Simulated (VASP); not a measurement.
A run of VASP 6.6.1 is set up as follows.

Contents of INCAR:

```
SYSTEM = Cd
PREC     = Accurate       ! precision mode
ENCUT    = 520            ! plane-wave cutoff, eV
EDIFF    = 1E-6           ! SCF threshold, eV
ISMEAR   = -1             ! smearing method
SIGMA    = 0.1            ! smearing width, eV
LREAL    = .False.        ! projectors in reciprocal space
LASPH    = .True.         ! aspherical terms in the spheres
NELM     = 80             ! most SCF steps
ALGO     = Normal         ! electronic algorithm
ISIF     = 2              ! what is computed and relaxed
LWAVE    = .False.        ! write WAVECAR
LCHARG   = .False.        ! write CHGCAR
GGA      = PS             ! functional
NBANDS   = 19             ! bands
```

File KPOINTS:

```
regular mesh
0
Gamma
  20 20 9
  0 0 0
```

The input POSCAR:

```
Cd
1.0
    3.0034363047      0.0000000000      0.0000000000
   -1.5017181523      2.6010521385      0.0000000000
    0.0000000000      0.0000000000      5.8756178903
Cd
2
Direct
    0.3333333333      0.6666666667      0.2500000000
    0.6666666667      0.3333333333      0.7500000000
```

Potentials or basis: VASP PAW PBE potentials, release 64 (Cd).

Run with:

```bash
$ cat potpaw_PBE.64/Cd/POTCAR > POTCAR
$ mpirun -np 1 vasp_std > vasp.out
```

**Question.** Predict the band gap on the k mesh.

**Answer.** Zero (band 12 reaches 3.71 eV, above the bottom of band 13 at -0.53 eV).

**Question.** Predict the pressure.

**Answer.** -3.4 GPa.

Stress tensor (GPa, compression positive):
```
-3.71  0.00  0.00
 0.00 -3.71  0.00
 0.00  0.00 -2.87
```

Caveat: the PAW data sets were made with another functional, which shifts forces and pressure a little.
